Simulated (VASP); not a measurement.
Set up this calculation in VASP 6.6.1, as the native input.

| Quantity | Value |
| --- | --- |
| Task | single point |
| Functional | LDA |
| Potentials or basis | VASP PAW LDA potentials, release 64 (C) |
| Cutoff | 600 eV |
| k mesh | 12 × 12 × 12 |
| Occupations | gaussian, width 0.02 eV |
| Spin | no spin polarisation |
| Dipole correction | no |
| Further INCAR settings | ALGO = Normal; EDIFF = 1e-06; NBANDS = 11 |

The structure of C lies in POSCAR:

```
C
1.0
    0.0000000000      1.7657234628      1.7657234628
    1.7657234628      0.0000000000      1.7657234628
    1.7657234628      1.7657234628      0.0000000000
C
2
Direct
    0.0000000000      0.0000000000      0.0000000000
    0.2500000000      0.2500000000      0.2500000000
```

These files were run (other wordings do the same):

INCAR

```
PREC = Accurate
ENCUT = 600
EDIFF = 1E-6
ISMEAR = 0
SIGMA = 0.02
LREAL = F
LASPH = T
NELM = 120
ALGO = Normal
ISIF = 2
LWAVE = F
LCHARG = F
GGA = CA
NBANDS = 11
GGA_COMPAT = F
```

KPOINTS

```
Automatic mesh
0
Gamma
  12 12 12
```

Potentials or basis: VASP PAW LDA potentials, release 64 (C).

The run is started by

```sh
$ cat potpaw_LDA.64/C/POTCAR > POTCAR
$ mpirun -np 1 vasp_std > vasp.out
```

Results of the run:

```json
{
 "Pressure": "0.9 GPa",
 "Band gap on the k mesh": "4.20 eV (least direct gap 5.63 eV)"
}
```

Run time: 5.3 s on 1 thread of Intel(R) Xeon(R) Platinum 8488C (Sapphire Rapids), on a shared host, peak memory 0.11 GiB.
